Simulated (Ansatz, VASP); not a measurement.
# One calculation of K, two programs

The input INCAR:

```
SYSTEM = K
  ALGO = Fast
  EDIFF = 1E-7
  ENCUT = 520
  GGA = PS
  ISIF = 2
  ISMEAR = 0
  LASPH = .TRUE.
  LCHARG = .FALSE.
  LREAL = .FALSE.
  LWAVE = .FALSE.
  NBANDS = 16
  NELM = 60
  PREC = Accurate
  SIGMA = 0.1
```

The input KPOINTS:

```
k-points
0
G
  12 12 12
  0 0 0
```

Contents of POSCAR:

```
K
1.0
   -2.1605463782      2.1605463782      7.6311839122
    2.1605463782     -2.1605463782      7.6311839122
    2.1605463782      2.1605463782     -7.6311839122
K
2
Direct
    0.2500000000      0.7500000000      0.5000000000
    0.5000000000      0.5000000000      0.0000000000
```

Input for Ansatz:

```yaml
crystal:
  lattice:
    - [-2.1605463782, 2.1605463782, 7.6311839122]
    - [2.1605463782, -2.1605463782, 7.6311839122]
    - [2.1605463782, 2.1605463782, -7.6311839122]
  atoms:
    - { symbol: K, position: [0.25, 0.75, 0.5] }
    - { symbol: K, position: [0.5, 0.5, 0.0] }
basis:
  ecutwfc: 420
kpoints:
  mp_grid: { grid: [12, 12, 12] }
hamiltonian:
  xc: pbesol
scf:
  occupations: { method: gaussian, width: 0.1 }
output:
  forces: true
  stress: true
  eigenvalues: true
  populations: true
```

Alike in both runs: task single point; functional PBEsol; k mesh 12 × 12 × 12; occupations gaussian, width 0.1 eV; no spin polarisation.

```csv
,VASP,Ansatz
version,VASP 6.6.1,Ansatz 0.2.0
potentials or method,"VASP PAW PBE potentials, release 64 (K_sv), cutoff 520 eV","scalar-relativistic, plane waves, PAW"
valence electrons in the cell,18,18
```

```tsv
	VASP	Ansatz	Ansatz less VASP
gap on the k mesh at the Fermi level (eV)	none	none	-
pressure (GPa)	0.1	0.1	+0.01
traceless stress, the component that is largest in VASP (GPa)	0.17	0.17	0.000
```

VASP's potentials were made for PBE, not for PBEsol. A gap of «none» marks a metal or a gap that the smearing closes.
